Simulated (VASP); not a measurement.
# N (C2/m) in VASP: single point with PBEsol

Aim: the single point of N with PBEsol.

All numbers are computed with VASP 6.6.1; they aren't measurements. Logs are shortened: lines on timing, memory, paths and dates and some standing lists are left out, and cuts for length are marked.

## Step 1: The cell of the first run

It takes space group C2/m (No. 12, monoclinic). The conventional cell has a = 5.682 Å, b = 3.291 Å, c = 5.914 Å, α = 90.00°, β = 108.65°, γ = 90.00°. Within 4.3 Å of N (site symmetry 2/m) lie 6 N at 3.28 to 3.29 Å.

## Step 2: Single point, PBEsol

File INCAR:

```
SYSTEM = N
PREC = Accurate
ENCUT = 600
EDIFF = 1E-6
ISMEAR = -1
SIGMA = 0.1
LREAL = .False.
LASPH = .True.
NELM = 120
ALGO = Normal
ISIF = 2
LWAVE = .False.
LCHARG = .True.
GGA = PS
LELF = .True.
LVHAR = .True.
NBANDS = 8
GGA_COMPAT = .False.
```

File KPOINTS:

```
regular mesh
0
Gamma
  10 10 5
  0 0 0
```

File POSCAR:

```
N
1.0
    2.8411020000     -1.6455320000      0.0000000000
    2.8411020000      1.6455320000      0.0000000000
   -1.8915220000      0.0000000000      5.6028910000
N
1
Direct
    0.7313450000      0.7313450000      0.4683280000
```

Potentials or basis: VASP PAW PBE potentials, release 64 (N).

Run with:

```sh
cat potpaw_PBE.64/N/POTCAR > POTCAR
mpirun -np 1 vasp_std > vasp.out
```

OUTCAR:

```text
SYSTEM = N
   PREC = Accurate
   ENCUT = 600
   EDIFF = 1E-6
   ISMEAR = -1
   LREAL = .False.
   LASPH = .True.
   NELM = 120
   ISIF = 2
   GGA = PS

 ion  position               nearest neighbor table
   1  0.731  0.731  0.468-

  LATTYP: Found a base centered monoclinic cell.
 ALAT       =     5.6822040000
 B/A-ratio  =     0.5791879348
 C/A-ratio  =     1.0407166525
 COS(beta)  =    -0.3198615752

  Lattice vectors:

 A1 = (   2.8411020000,  -1.6455320000,   0.0000000000)
 A2 = (   2.8411020000,   1.6455320000,   0.0000000000)
 A3 = (  -1.8915220000,   0.0000000000,   5.6028910000)

Analysis of symmetry for initial positions (statically):
=====================================================================
 Subroutine PRICEL returns:
 Original cell was already a primitive cell.

 Routine SETGRP: Setting up the symmetry group for a
 base centered monoclinic supercell.

 Subroutine GETGRP returns: Found  4 space group operations
 (whereof  2 operations were pure point group operations)
 out of a pool of  4 trial point group operations.

The static configuration has the point symmetry C_1h.
 The point group associated with its full space group is C_2h.

Analysis of symmetry for dynamics (positions and initial velocities):
=====================================================================
 Subroutine PRICEL returns:
 Original cell was already a primitive cell.

 Routine SETGRP: Setting up the symmetry group for a
 base centered monoclinic supercell.

 Subroutine GETGRP returns: Found  4 space group operations
 (whereof  2 operations were pure point group operations)
 out of a pool of  4 trial point group operations.

The dynamic configuration has the point symmetry C_1h.
 The point group associated with its full space group is C_2h.

 Subroutine INISYM returns: Found  4 space group operations
 (whereof  2 operations are pure point group operations),
 and found     1 'primitive' translations

----------------------------------------------------------------------------------------

                                     Primitive cell

  volume of cell :      52.3884

  direct lattice vectors                    reciprocal lattice vectors
     2.841102000 -1.645532000  0.000000000     0.175988050 -0.303853100  0.059413126
     2.841102000  1.645532000  0.000000000     0.175988050  0.303853100  0.059413126
    -1.891522000  0.000000000  5.602891000     0.000000000  0.000000000  0.178479289

  length of vectors
     3.283235620  3.283235620  5.913564326     0.356129779  0.356129779  0.178479289

  position of ions in fractional coordinates (direct lattice)
     0.731345000  0.731345000  0.468328000

  ion indices of the primitive-cell ions
   primitive index   ion index
                 1           1

----------------------------------------------------------------------------------------

 KPOINTS: regular mesh

Automatic generation of k-mesh.
 Grid dimensions read from file:
 generate k-points for:   10   10    5

 Generating k-lattice:

  Cartesian coordinates                     Fractional coordinates (reciprocal lattice)
     0.017598805 -0.030385310  0.005941313     0.100000000  0.000000000  0.000000000
     0.017598805  0.030385310  0.005941313     0.000000000  0.100000000  0.000000000
     0.000000000  0.000000000  0.035695858     0.000000000  0.000000000  0.200000000

  Length of vectors
     0.035612978  0.035612978  0.035695858

  Shift w.r.t. Gamma in fractional coordinates (k-lattice)
     0.000000000  0.000000000  0.000000000

 Subroutine IBZKPT returns following result:
 ===========================================

 Found    141 irreducible k-points:

 Following reciprocal coordinates:
            Coordinates               Weight
  0.000000  0.000000  0.000000      1.000000
  0.100000 -0.000000  0.000000      4.000000
  0.200000 -0.000000  0.000000      4.000000
  0.300000  0.000000  0.000000      4.000000
  0.400000 -0.000000  0.000000      4.000000
  0.500000  0.000000 -0.000000      2.000000
[... 16 lines left out ...]
  0.300000  0.300000  0.000000      2.000000
  0.400000  0.300000  0.000000      4.000000
 [... further k-points ...]
   k-points           NKPTS =    141   k-points in BZ     NKDIM =    141   number of bands    NBANDS=      8
   number of dos      NEDOS =    301   number of ions     NIONS =      1
   total plane-waves  NPLWV =  37632
   dimension x,y,z NGX =    28 NGY =   28 NGZ =   48
   dimension x,y,z NGXF=    56 NGYF=   56 NGZF=   96
   ions per type =               1
   NGX,Y,Z   is equivalent  to a cutoff of  14.18, 14.18, 13.49 a.u.
   NGXF,Y,Z  is equivalent  to a cutoff of  28.36, 28.36, 26.99 a.u.
 SYSTEM =  N
   PREC   = accura    normal or accurate (medium, high low for compatibility)
   ISTART =      0    job   : 0-new  1-cont  2-samecut
   ICHARG =      2    charge: 1-file 2-atom 10-const
   ISPIN  =      1    spin polarized calculation?
   LNONCOLLINEAR =      F non collinear calculations
   LSORBIT =      F    spin-orbit coupling
   LASPH  =      T    aspherical Exc in radial PAW
   ENCUT  =  600.0 eV  44.10 Ry    6.64 a.u.   6.56  6.56 11.81*2*pi/ulx,y,z
   NELM   =    120;   NELMIN=  2; NELMDL= -5     # of ELM steps
   EDIFF  = 0.1E-05   stopping-criterion for ELM
   LREAL  =      F    real-space projection
   EDIFFG = 0.1E-04   stopping-criterion for IOM
   NSW    =      0    number of steps for IOM
   IBRION =     -1    ionic relax: 0-MD 1-quasi-New 2-CG
   NFREE  =      0    steps in history (QN), initial steepest desc. (CG)
   ISIF   =      2    stress and relaxation
   ISYM   =      2    0-nonsym 1-usesym 2-fastsym
   POTIM  = 0.5000    time-step for ionic-motion
   TEBEG  =    0.0;   TEEND  =   0.0 temperature during run
   PSTRESS=    0.0 pullay stress
   NELECT =       5.0000    total number of electrons
   NUPDOWN=      -1.0000    fix difference up-down
   EMIN   =  10.00;   EMAX   =-10.00  energy-range for DOS
   EFERMI =   0.00;   METHOD = LEGACY
   ISMEAR =    -1;   SIGMA  =   0.10  broadening in eV -4-tet -1-fermi 0-gaus
   EFERMI_NEDOS =   21; number of points for ismear=-14 and -15
   IALGO  =     38    algorithm
   IMIX   =      4    mixing-type and parameters
     AMIX     =   0.40;   BMIX     =  1.00
     AMIX_MAG =   1.60;   BMIX_MAG =  1.00
  volume/ion in A,a.u.               =      52.39       353.53
  Fermi-wavevector in a.u.,A,eV,Ry     =   0.748146  1.413791  7.615487  0.559723
  Thomas-Fermi vector in A             =   1.844366
   LORBIT       =      0    0 simple, 1 ext, 2 COOP (PROOUT), +10 PAW based schemes
   GGA     = PS    functional components
   LHFCALC =     F    Hartree Fock is set to
   AEXX    =    0.0000 exact exchange contribution
   IVDW    =     0    specifies the selected vdW correction
   LEPSILON=     F    determine dielectric tensor
   LRPA    =     F    only Hartree local field effects (RPA)
 non-spin polarized calculation
  energy-cutoff  :      600.00
  volume of cell :       52.39
 maximum number of plane-waves:      1784
 NGX is ok and might be reduce to    28
   NGX = 13   NGY = 13   NGZ = 23

 number of electron       5.0000000 magnetization

 Free energy of the ion-electron system (eV)
  ---------------------------------------------------
  ext. energy  EPLUGINS =         0.00000000
  ---------------------------------------------------
  free energy    TOTEN  =        -1.16037301 eV

  energy without entropy =       -0.99430897  energy(sigma->0) =       -1.07734099

 E-fermi :  -5.7839     XC(G=0):  -4.3964

 val. band max:       -5.7851067002   @ k =   0.4000   0.3000   0.2000
 cond. band min:      -5.7833319518   @ k =  -0.3000   0.1000   0.4000
 fundamental gap:      0.0017747484
 Fermi energy:        -5.7838653350

 k-point     1 :       0.0000    0.0000    0.0000
  band No.  band energies     occupation
      1     -17.6500      2.00000
      2      -6.1392      1.94431
      3      -5.0519      0.00132
      4      -5.0450      0.00124
      5       0.7162      0.00000
      6       5.5247      0.00000
      7       5.8935      0.00000
      8      14.3203      0.00000

 k-point     2 :       0.1000   -0.0000    0.0000
  band No.  band energies     occupation
      1     -17.6080      2.00000
      2      -6.0981      1.91718
      3      -5.2425      0.00887
      4      -5.0803      0.00176
      5       0.9410      0.00000
      6       5.5064      0.00000
      7       6.2424      0.00000
      8      12.7305      0.00000

 k-point     3 :       0.2000   -0.0000    0.0000
  band No.  band energies     occupation
      1     -17.4952      2.00000
      2      -5.9881      1.77024
      3      -5.7125      0.65746
      4      -5.1667      0.00417
      5       1.5694      0.00000
      6       5.6481      0.00000
      7       7.0181      0.00000
      8      10.7282      0.00000

 k-point     4 :       0.3000    0.0000    0.0000
  band No.  band energies     occupation
      1     -17.3493      2.00000
      2      -6.2464      1.98059
      3      -5.8469      1.30534
      4      -5.2707      0.01174
      5       2.5270      0.00000
      6       5.9922      0.00000
      7       7.9643      0.00000
      8       8.8777      0.00000

 k-point     5 :       0.4000   -0.0000    0.0000
  band No.  band energies     occupation
      1     -17.2254      2.00000
      2      -6.6525      1.99966
      3      -5.7287      0.73073
      4      -5.3527      0.02647
      5       3.7599      0.00000
      6       6.4130      0.00000
      7       7.1226      0.00000
      8       8.8442      0.00000
[... 177 lines left out ...]
 k-point    22 :      -0.2000    0.2000    0.0000
  band No.  band energies     occupation
      1     -17.2805      2.00000
      2      -6.3161      1.99028
      3      -5.7782      0.97156
      4      -5.5173      0.13010
      5       3.0372      0.00000
      6       6.4703      0.00000
      7       8.1877      0.00000
      8       8.8620      0.00000

 k-point    23 :       0.3000    0.3000    0.0000
  band No.  band energies     occupation
      1     -17.3463      2.00000
      2      -6.2432      1.97997
      3      -5.8543      1.33824
      4      -5.2807      0.01297
      5       2.6493      0.00000
      6       5.5782      0.00000
      7       8.4276      0.00000
      8       9.4091      0.00000

 k-point    24 :       0.4000    0.3000    0.0000
  band No.  band energies     occupation
      1     -17.2613      2.00000
      2      -6.4542      1.99755
      3      -5.7729      0.94524
      4      -5.4275      0.05510
      5       3.3761      0.00000
      6       5.9354      0.00000
      7       8.3017      0.00000
      8       8.8699      0.00000

 [... further k-points ...]

------------------------ aborting loop because EDIFF is reached ----------------------------------------

  FORCE on cell =-STRESS in cart. coord.  units (eV):
  Direction    XX          YY          ZZ          XY          YZ          ZX
  --------------------------------------------------------------------------------------
  -------------------------------------------------------------------------------------
  Total       -2.3025510     -2.2816283     -0.0286916      0.0000000      0.0000000      0.0000141
  in kB      -70.4181347    -69.7782621     -0.8774656      0.0000000      0.0000000      0.0004307
  external PRESSURE =     -47.0246208 kB  Pullay stress =       0.0000000 kB

 VOLUME and BASIS-vectors are now :
 -----------------------------------------------------------------------------
  energy-cutoff  :      600.00
  volume of cell :       52.39
      direct lattice vectors                 reciprocal lattice vectors
     2.841102000 -1.645532000  0.000000000     0.175988050 -0.303853100  0.059413126
     2.841102000  1.645532000  0.000000000     0.175988050  0.303853100  0.059413126
    -1.891522000  0.000000000  5.602891000     0.000000000  0.000000000  0.178479289

 POSITION                                       TOTAL-FORCE (eV/Angst)
 -----------------------------------------------------------------------------------
      3.26980      0.00000      2.62399         0.000000      0.000000      0.000000
 -----------------------------------------------------------------------------------
    total drift:                               -0.000001      0.000000     -0.000002

  FREE ENERGIE OF THE ION-ELECTRON SYSTEM (eV)
  ---------------------------------------------------
  free  energy   TOTEN  =        -1.1603730080 eV

  energy  without entropy=       -0.9943089674  energy(sigma->0) =       -1.07734099
```

It took 99 s on 1 thread of Intel Xeon 8259CL, shared host; peak memory 0.21 GiB.

Results:

```yaml
Free_energy: -1.1604 eV
Pressure: -4.7 GPa
Band_gap_on_the_k_mesh: zero (an odd number of electrons rules out a gap without spin polarisation)
```

Stress tensor (GPa, compression positive):
```
-7.04  0.00  0.00
 0.00 -6.98  0.00
 0.00  0.00 -0.09
```

Caveat: the stress differs along the axes, from -7 to -0 GPa; the nearest neighbours stand farther apart than a usual bond; the PAW data sets were made with another functional, which shifts forces and pressure a little; an odd number of electrons without spin polarisation forces a metal; a magnetic or distorted state may lie lower.
